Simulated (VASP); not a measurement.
# Y (P6/mmm) in VASP: further runs, part 2 of 2

VASP 6.6.1.

### Step 4. Single point, PBE (25.99 Å³/atom)

This run uses another cell than the first one, of 25.99 Å³/atom.

The input, INCAR:

```
SYSTEM = Y
ALGO     = Normal         ! electronic algorithm
EDIFF    = 1E-7           ! SCF threshold, eV
ENCUT    = 520            ! plane-wave cutoff, eV
GGA      = PE             ! functional
ISIF     = 2              ! what is computed and relaxed
ISMEAR   = -1             ! smearing method
LASPH    = .True.         ! aspherical terms in the spheres
LCHARG   = .False.        ! write CHGCAR
LREAL    = .False.        ! projectors in reciprocal space
LWAVE    = .False.        ! write WAVECAR
NBANDS   = 24             ! bands
NELM     = 100            ! most SCF steps
PREC     = Accurate       ! precision mode
SIGMA    = 0.08           ! smearing width, eV
```

The input, KPOINTS:

```
k-points
0
Gamma
  6 6 9
  0 0 0
```

The input, POSCAR:

```
Y
1.0
    5.2796445829      0.0000000000      0.0000000000
   -2.6398222915      4.5723063318      0.0000000000
    0.0000000000      0.0000000000      3.2302923007
Y
3
Direct
    0.0000000000      0.0000000000      0.0000000000
    0.3333333333      0.6666666667      0.5000000000
    0.6666666667      0.3333333333      0.5000000000
```

Potentials or basis: VASP PAW PBE potentials, release 64 (Y_sv).

The run is started by

```sh
$ cat potpaw_PBE.64/Y_sv/POTCAR > POTCAR
$ mpirun -np 1 vasp_std > vasp.out
```

OUTCAR:

```text
SYSTEM = Y
   EDIFF = 1E-7
   ENCUT = 520
   GGA = PE
   ISIF = 2
   ISMEAR = -1
   LASPH = .True.
   LREAL = .False.
   NELM = 100
   PREC = Accurate

 ion  position               nearest neighbor table
   1  0.000  0.000  0.000-   2 3.45   3 3.45   2 3.45   3 3.45   3 3.45   3 3.45   2 3.45   2 3.45
                             3 3.45   3 3.45   2 3.45   2 3.45
   2  0.333  0.667  0.500-   3 3.05   3 3.05   3 3.05   1 3.45   1 3.45   1 3.45   1 3.45   1 3.45
                             1 3.45
   3  0.667  0.333  0.500-   2 3.05   2 3.05   2 3.05   1 3.45   1 3.45   1 3.45   1 3.45   1 3.45
                             1 3.45

[... 847 lines left out ...]
  --------------------------------------------------------------------------------------
  -------------------------------------------------------------------------------------
  Total        5.8441939      5.8441939      5.8505371     -0.0000000      0.0000000      0.0000000
  in kB      120.0752137    120.0752137    120.2055420     -0.0000000      0.0000000      0.0000000
  external PRESSURE =     120.1186565 kB  Pullay stress =       0.0000000 kB

 VOLUME and BASIS-vectors are now :
 -----------------------------------------------------------------------------
  energy-cutoff  :      520.00
  volume of cell :       77.98
      direct lattice vectors                 reciprocal lattice vectors
     5.279644583  0.000000000  0.000000000     0.189406689  0.109354003  0.000000000
    -2.639822291  4.572306332  0.000000000     0.000000000  0.218708006  0.000000000
     0.000000000  0.000000000  3.230292301     0.000000000  0.000000000  0.309569509

 POSITION                                       TOTAL-FORCE (eV/Angst)
 -----------------------------------------------------------------------------------
      0.00000      0.00000      0.00000         0.000000      0.000000     -0.000000
     -0.00000      3.04820      1.61515        -0.000000      0.000000     -0.000000
      2.63982      1.52410      1.61515        -0.000000      0.000000      0.000000
 -----------------------------------------------------------------------------------
    total drift:                                0.000000     -0.000000      0.000000

  FREE ENERGIE OF THE ION-ELECTRON SYSTEM (eV)
  ---------------------------------------------------
  free  energy   TOTEN  =       -18.5504167047 eV

  energy  without entropy=      -18.4647419403  energy(sigma->0) =      -18.50757932
```

OSZICAR:

```text
N       E                     dE             d eps       ncg     rms          rms(c)
DAV:   1     0.150083209843E+03    0.15008E+03   -0.16437E+04  1680   0.133E+03
DAV:   2    -0.519012615035E+01   -0.15527E+03   -0.14875E+03  2008   0.306E+02
DAV:   3    -0.185192963468E+02   -0.13329E+02   -0.12777E+02  3048   0.493E+01
DAV:   4    -0.189009519518E+02   -0.38166E+00   -0.38109E+00  2056   0.912E+00
DAV:   5    -0.189114536875E+02   -0.10502E-01   -0.10501E-01  2504   0.128E+00    0.451E+01
DAV:   6    -0.185666972545E+02    0.34476E+00   -0.52570E-01  1784   0.433E+00    0.276E+01
DAV:   7    -0.185632993290E+02    0.33979E-02   -0.10900E+00  2352   0.548E+00    0.238E+00
DAV:   8    -0.185503103810E+02    0.12989E-01   -0.18285E-01  2136   0.223E+00    0.643E-01
DAV:   9    -0.185504922886E+02   -0.18191E-03   -0.72100E-03  2328   0.542E-01    0.275E-01
DAV:  10    -0.185504122059E+02    0.80083E-04   -0.10167E-03  2376   0.207E-01    0.108E-01
DAV:  11    -0.185504161495E+02   -0.39436E-05   -0.68724E-05  2240   0.481E-02    0.164E-02
DAV:  12    -0.185504168163E+02   -0.66675E-06   -0.33249E-06  2224   0.128E-02    0.907E-03
DAV:  13    -0.185504166506E+02    0.16562E-06   -0.58854E-07  2216   0.427E-03    0.523E-03
DAV:  14    -0.185504167047E+02   -0.54005E-07   -0.40458E-08  1160   0.171E-03
   1 F= -.18550417E+02 E0= -.18507579E+02  d E =-.856748E-01
```

Run time: 51 s. Hardware: 1 thread of Intel Xeon Platinum 8488C (Sapphire Rapids), shared host; peak memory 0.22 GiB.

What came out:

- Free energy: -18.5504 eV
- Pressure: 12.0 GPa
- Band gap on the k mesh: zero (an odd number of electrons rules out a gap without spin polarisation)

Caveat: the cell stands under pressure.

### Step 5. Single point, PBE

This run uses another cell than the first one, of 25.99 Å³/atom.

The input, INCAR:

```
PREC = Accurate
ENCUT = 520
EDIFF = 1E-6
ISMEAR = -1
SIGMA = 0.08
LREAL = F
LASPH = T
NELM = 60
ALGO = Normal
ISIF = 2
LWAVE = F
LCHARG = T
GGA = PE
LELF = T
LVHAR = T
NBANDS = 24
```

The input, KPOINTS:

```
regular mesh
0
Gamma
  6 6 9
```

The input, POSCAR:

```
Y
1.0
    5.2796633314      0.0000000000      0.0000000000
   -2.6398316657      4.5723225684      0.0000000000
    0.0000000000      0.0000000000      3.2302693587
Y
3
Direct
    0.0000000000      0.0000000000      0.0000000000
    0.3333333333      0.6666666667      0.5000000000
    0.6666666667      0.3333333333      0.5000000000
```

Potentials or basis: VASP PAW PBE potentials, release 64 (Y_sv).

The run is started by

```sh
$ cat potpaw_PBE.64/Y_sv/POTCAR > POTCAR
$ mpirun -np 1 vasp_std > vasp.out
```

OUTCAR:

```text
PREC = Accurate
   ENCUT = 520
   EDIFF = 1E-6
   ISMEAR = -1
   LREAL = F
   LASPH = T
   NELM = 60
   ISIF = 2
   GGA = PE

 ion  position               nearest neighbor table
   1  0.000  0.000  0.000-   2 3.45   3 3.45   2 3.45   3 3.45   2 3.45   2 3.45   3 3.45   3 3.45
                             3 3.45   3 3.45   2 3.45   2 3.45
   2  0.333  0.667  0.500-   3 3.05   3 3.05   3 3.05   1 3.45   1 3.45   1 3.45   1 3.45   1 3.45
                             1 3.45
   3  0.667  0.333  0.500-   2 3.05   2 3.05   2 3.05   1 3.45   1 3.45   1 3.45   1 3.45   1 3.45
                             1 3.45

  LATTYP: Found a hexagonal cell.
 ALAT       =     5.2796633314
 C/A-ratio  =     0.6118324514

  Lattice vectors:

 A1 = (   5.2796633314,   0.0000000000,   0.0000000000)
 A2 = (  -2.6398316657,   4.5723225684,   0.0000000000)
 A3 = (   0.0000000000,   0.0000000000,   3.2302693587)

Analysis of symmetry for initial positions (statically):
=====================================================================
 Subroutine PRICEL returns:
 Original cell was already a primitive cell.

 Routine SETGRP: Setting up the symmetry group for a
 hexagonal supercell.

 Subroutine GETGRP returns: Found 24 space group operations
 (whereof 24 operations were pure point group operations)
 out of a pool of 24 trial point group operations.

The static configuration has the point symmetry D_6h.

Analysis of symmetry for dynamics (positions and initial velocities):
=====================================================================
 Subroutine PRICEL returns:
 Original cell was already a primitive cell.

 Routine SETGRP: Setting up the symmetry group for a
 hexagonal supercell.

 Subroutine GETGRP returns: Found 24 space group operations
 (whereof 24 operations were pure point group operations)
 out of a pool of 24 trial point group operations.

[... 116 lines left out ...]
   EFERMI =   0.00;   METHOD = LEGACY
   ISMEAR =    -1;   SIGMA  =   0.08  broadening in eV -4-tet -1-fermi 0-gaus
   EFERMI_NEDOS =   21; number of points for ismear=-14 and -15
   IALGO  =     38    algorithm
   IMIX   =      4    mixing-type and parameters
     AMIX     =   0.40;   BMIX     =  1.00
     AMIX_MAG =   1.60;   BMIX_MAG =  1.00
  volume/ion in A,a.u.               =      25.99       175.41
  Fermi-wavevector in a.u.,A,eV,Ry     =   1.229095  2.322653 20.553982  1.510675
  Thomas-Fermi vector in A             =   2.363996
   LORBIT       =      0    0 simple, 1 ext, 2 COOP (PROOUT), +10 PAW based schemes
   GGA     = PE    functional components
   LHFCALC =     F    Hartree Fock is set to
   AEXX    =    0.0000 exact exchange contribution
   IVDW    =     0    specifies the selected vdW correction
   LEPSILON=     F    determine dielectric tensor
   LRPA    =     F    only Hartree local field effects (RPA)
 non-spin polarized calculation
  energy-cutoff  :      520.00
  volume of cell :       77.98
 maximum number of plane-waves:      2118
 NGX is ok and might be reduce to    40
   NGX = 19   NGY = 19   NGZ = 13

 number of electron      33.0000000 magnetization

 Free energy of the ion-electron system (eV)
  ---------------------------------------------------
  ext. energy  EPLUGINS =         0.00000000
  ---------------------------------------------------
  free energy    TOTEN  =       -18.55041677 eV

  energy without entropy =      -18.46474593  energy(sigma->0) =      -18.50758135

 E-fermi :   4.1872     XC(G=0): -10.3700

 val. band max:        4.1684659417   @ k =   0.0000   0.0000   0.3333
 cond. band min:       4.2022534459   @ k =   0.0000   0.0000   0.1111
 fundamental gap:      0.0337875042
 Fermi energy:         4.1872202557

 k-point     1 :       0.0000    0.0000    0.0000
  band No.  band energies     occupation
      1     -38.0535      2.00000
      2     -37.8139      2.00000
      3     -37.7701      2.00000
      4     -18.4485      2.00000
      5     -18.4485      2.00000
      6     -18.0871      2.00000
[... 637 lines left out ...]
     23       8.0627      0.00000
     24       8.3496      0.00000

 [... further k-points ...]

------------------------ aborting loop because EDIFF is reached ----------------------------------------

  FORCE on cell =-STRESS in cart. coord.  units (eV):
  Direction    XX          YY          ZZ          XY          YZ          ZX
  --------------------------------------------------------------------------------------
  -------------------------------------------------------------------------------------
  Total        5.8486305      5.8486305      5.8518203      0.0000000      0.0000000      0.0000000
  in kB      120.1663685    120.1663685    120.2319073      0.0000000      0.0000000      0.0000000
  external PRESSURE =     120.1882147 kB  Pullay stress =       0.0000000 kB

 VOLUME and BASIS-vectors are now :
 -----------------------------------------------------------------------------
  energy-cutoff  :      520.00
  volume of cell :       77.98
      direct lattice vectors                 reciprocal lattice vectors
     5.279663331  0.000000000  0.000000000     0.189406016  0.109353615  0.000000000
    -2.639831666  4.572322568  0.000000000     0.000000000  0.218707229  0.000000000
     0.000000000  0.000000000  3.230269359     0.000000000  0.000000000  0.309571707

 POSITION                                       TOTAL-FORCE (eV/Angst)
 -----------------------------------------------------------------------------------
      0.00000      0.00000      0.00000         0.000000      0.000000      0.000000
     -0.00000      3.04822      1.61513         0.000000     -0.000000      0.000000
      2.63983      1.52411      1.61513        -0.000000      0.000000     -0.000000
 -----------------------------------------------------------------------------------
    total drift:                                0.000000     -0.000000      0.000000

  FREE ENERGIE OF THE ION-ELECTRON SYSTEM (eV)
  ---------------------------------------------------
  free  energy   TOTEN  =       -18.5504167652 eV

  energy  without entropy=      -18.4647459271  energy(sigma->0) =      -18.50758135
```

stdout:

```text
POSCAR found type information on POSCAR Y
 POSCAR found :  1 types and       3 ions
 scaLAPACK will be used
 LDA part: xc-table for (Slater+PW92), standard interpolation
 POSCAR, INCAR and KPOINTS ok, starting setup
 FFT: planning ... GRIDC
 FFT: planning ... GRID_SOFT
 FFT: planning ... GRID
 WAVECAR not read
 entering main loop
```

It took 44 s on 1 thread of Intel Xeon Platinum 8488C (Sapphire Rapids), shared host; peak memory 0.22 GiB.

Results:

```
Free energy            : -18.5504 eV
Pressure               : 12.0 GPa
Band gap on the k mesh : zero (an odd number of electrons rules out a gap without spin polarisation)
```

Caveat: the cell stands under pressure.

The gap in the log of VASP goes by the Fermi energy; the results here count the filled bands.